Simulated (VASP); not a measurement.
A run of VASP 6.6.1 is set up as follows.

Contents of POSCAR:

```
GaN
1.0
    3.1831495727      0.0000000000      0.0000000000
   -1.5915747864      2.7566883940      0.0000000000
    0.0000000000      0.0000000000      5.1836255482
Ga N
2 2
Direct
    0.3333333333      0.6666666667     -0.0008868499
    0.6666666667      0.3333333333      0.4991131501
    0.3333333333      0.6666666667      0.3758868499
    0.6666666667      0.3333333333      0.8758868499
```

File INCAR.step1:

```
SYSTEM = GaN
  PREC = Accurate
  ENCUT = 520
  ISMEAR = 0
  SIGMA = 0.01
  LREAL = .FALSE.
  LASPH = .TRUE.
  NELM = 80
  NBANDS = 26
  GGA = PE
  ALGO = Normal
  EDIFF = 1E-4
  LWAVE = .TRUE.
  LCHARG = .FALSE.
```

The input INCAR.step2:

```
SYSTEM = GaN
  PREC = Accurate
  ENCUT = 520
  EDIFF = 1E-6
  ISMEAR = 0
  SIGMA = 0.01
  LREAL = .FALSE.
  LASPH = .TRUE.
  NELM = 80
  ALGO = Normal
  ISIF = 2
  LWAVE = .FALSE.
  LCHARG = .FALSE.
  METAGGA = R2SCAN
  LMIXTAU = .TRUE.
  NBANDS = 26
  ISTART = 1
```

Contents of KPOINTS:

```
Automatic mesh
0
G
  9 9 4
  0 0 0
```

Potentials or basis: VASP PAW PBE potentials, release 64 (Ga_d, N).

Command:

```bash
$ cat potpaw_PBE.64/Ga_d/POTCAR potpaw_PBE.64/N/POTCAR > POTCAR
$ cp INCAR.step1 INCAR
$ mpirun -np 1 vasp_std > vasp.out
$ cp INCAR.step2 INCAR
$ mpirun -np 1 vasp_std > vasp.out
```

Problem. Predict the band gap on the k mesh.

Solution. 2.34 eV, direct.

Problem. Estimate the largest force.

Solution. 0.005 eV/Å.

Stress tensor (GPa, compression positive):
```
1.11 0.00 0.00
0.00 1.11 0.00
0.00 0.00 0.98
```

Caveat: the PAW data sets were made with another functional, which shifts forces and pressure a little.

**Measured values to compare with.**

“Studying electronic properties in GaN without electrical contacts using γ-γ vs e−-γ Perturbed Angular Correlations”, 2019, pmc:6823545 quotes, for a bulk crystal of GaN: band gap 3.503 ± 0.005 eV (direct).

Measured gap of GaN: 3.503 eV (direct; quoted in “Studying electronic properties in GaN without electrical contacts using γ-γ vs e−-γ Perturbed Angular Correlations”, 2019, pmc:6823545). This calculation gives 2.34 eV (-1.16 eV). Spin-orbit coupling on Ga is left out. The value is that of r2SCAN, without temperature or zero-point motion.
